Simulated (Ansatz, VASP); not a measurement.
**One calculation of Ca2TeSe, two programs**

```
Se Ca Te
1.0
     4.27764    0.00000    0.00000
     0.00000    4.27764    0.00000
     0.00000    0.00000    6.04880
Se Ca Te
1 2 1
Direct
  0.00000 0.00000 0.00000
  0.00000 0.00000 0.50000
  0.50000 0.50000 0.00000
  0.50000 0.50000 0.50000
```

Alike in both runs: task single point; functional r2SCAN; k mesh 6 × 6 × 4; no spin polarisation.

```csv
,VASP,Ansatz
version,VASP 6.6.1,Ansatz 0.2.0
potentials or method,"VASP PAW PBE potentials, release 64 (Se, Ca_sv, Te)","plane waves, PAW"
plane-wave cutoff (eV),520,500
occupations,"gaussian, width 0.01 eV",fixed
valence electrons in the cell,32,52
```

```csv
,VASP,Ansatz,Ansatz less VASP
gap on the k mesh at the Fermi level (eV),1.97,1.98,+0.010
pressure (GPa),3.4,3.1,-0.25
```

VASP's potentials were made for PBE, not for r2SCAN. VASP's potentials hold 32 valence electrons a cell and Ansatz's 52, so a difference there can come from the potentials and not from the codes.

Neither program's run includes spin-orbit coupling.
